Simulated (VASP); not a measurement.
Input of a VASP 6.6.1 run:

INCAR

```
SYSTEM = Se
  ALGO = Normal
  EDIFF = 1E-8
  ENCUT = 520
  GGA = PE
  ISIF = 2
  ISMEAR = -1
  LASPH = .True.
  LCHARG = .False.
  LEFG = .True.
  LREAL = .False.
  LWAVE = .False.
  NBANDS = 16
  NELM = 80
  PREC = Accurate
  SIGMA = 0.03
```

File KPOINTS:

```
k-points
0
Gamma
  6 6 5
  0 0 0
```

File POSCAR:

```
Se
1.0
    4.3661999489     -0.0436619995     -0.0436619995
   -2.2209123752      3.8030710735     -0.0159814010
   -0.0495360000     -0.0495360000      4.9536000000
Se
3
Direct
    0.2254000000      0.0000000000      0.3333333333
    0.0000000000      0.2254000000      0.6666666667
    0.7746000000      0.7746000000      0.0000000000
```

Potentials or basis: VASP PAW PBE potentials, release 64 (Se).

Run with:

```sh
$ cat potpaw_PBE.64/Se/POTCAR > POTCAR
$ mpirun -np 1 vasp_std > vasp.out
```

**Question.** What does it give for the pressure?

**Answer.** 3.0 GPa.

**Question.** Estimate the largest force.

**Answer.** 0.702 eV/Å.

**Question.** What does it give for the band gap on the k mesh?

**Answer.** 1.18 eV, indirect (least direct gap 1.47 eV).

Electric field gradients, principal values (V/Å²):
```csv
atom,least,middle,greatest (by size)
1 Se,159.483,332.052,-491.535
2 Se,175.968,341.239,-517.207
3 Se,161.741,334.305,-496.047
```

Caveat: the cell differs from its parent crystal (equal xy, yz and zx shear strains of -2 %); without QUAD_EFG the Cq values of the log hold for a quadrupole moment of 1 mb, not for the nuclei. A k mesh can miss the band edges.
